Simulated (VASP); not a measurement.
A run of VASP 6.6.1 is set up as follows.

Contents of INCAR:

```
PREC = Accurate
ENCUT = 600
EDIFF = 1E-6
ISMEAR = -1
SIGMA = 0.05
LREAL = False
LASPH = True
NELM = 60
ALGO = Normal
ISIF = 3
LWAVE = False
LCHARG = False
GGA = B5
ALDAX = 1.0
AGGAX = 1.0
AGGAC = 1.0
ALDAC = 0.0
IVDW = 12
VDW_S6 = 1.0
VDW_S8 = 2.6996
VDW_A1 = 0.4298
VDW_A2 = 4.2359
IBRION = 2
NSW = 60
EDIFFG = -0.01
```

Contents of KPOINTS:

```
regular mesh
0
Gamma
  10 10 6
```

File POSCAR:

```
AlN
1.0
    3.1130000000      0.0000000000      0.0000000000
   -1.5565000000      2.6959370820      0.0000000000
    0.0000000000      0.0000000000      4.9810000000
Al N
2 2
Direct
    0.6666666667      0.3333333333      0.5000000000
    0.3333333333      0.6666666667      0.0000000000
    0.6666666667      0.3333333333      0.8800000000
    0.3333333333      0.6666666667      0.3800000000
```

Potentials or basis: VASP PAW PBE potentials, release 64 (Al, N).

Command:

```sh
$ cat potpaw_PBE.64/Al/POTCAR potpaw_PBE.64/N/POTCAR > POTCAR
$ mpirun -np 1 vasp_std > vasp.out
```

(1) Predict the relaxed cell.

(2) What does it give for the band gap on the k mesh?

Answers

(1) a = 3.097 Å, b = 3.097 Å, c = 4.972 Å, α = 90.00°, β = 90.00°, γ = 120.00°.

(2) 4.60 eV, direct.
